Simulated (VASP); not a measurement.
Set up this calculation in VASP 6.6.1, as the native input.

| Quantity | Value |
| --- | --- |
| Task | single point |
| Functional | LDA |
| Potentials or basis | VASP PAW LDA potentials, release 64 (Cu) |
| Cutoff | 520 eV |
| k mesh | 22 × 22 × 22 |
| Occupations | gaussian, width 0.15 eV |
| Spin | no spin polarisation |
| Dipole correction | no |
| Further INCAR settings | ALGO = Normal; EDIFF = 1e-06; NBANDS = 12 |

The structure of Cu lies in POSCAR:

```
Cu
1.0
   -1.4273957576      1.4273957576      1.2740500000
    1.4273957576     -1.4273957576      1.2740500000
    1.4273957576      1.4273957576     -1.2740500000
Cu
1
Direct
    0.0000000000      0.0000000000      0.0000000000
```

The input as run:

INCAR

```
PREC = Accurate
ENCUT = 520
EDIFF = 1E-6
ISMEAR = 0
SIGMA = 0.15
LREAL = False
LASPH = True
NELM = 80
ALGO = Normal
ISIF = 2
LWAVE = False
LCHARG = False
GGA = CA
NBANDS = 12
```

KPOINTS

```
regular mesh
0
Gamma
  22 22 22
```

Potentials or basis: VASP PAW LDA potentials, release 64 (Cu).

Command:

```bash
$ cat potpaw_LDA.64/Cu/POTCAR > POTCAR
$ mpirun -np 1 vasp_std > vasp.out
```

It gave:

```yaml
Pressure: 12.1 GPa
Band_gap_on_the_k_mesh: zero (an odd number of electrons rules out a gap without spin polarisation)
```

Caveat: the cell stands under pressure.

Run time: 69 s on 1 thread of Intel(R) Xeon(R) Platinum 8275CL CPU @ 3.00GHz (Skylake/Cascade Lake), with other jobs on the host, peak memory 0.2 GiB.
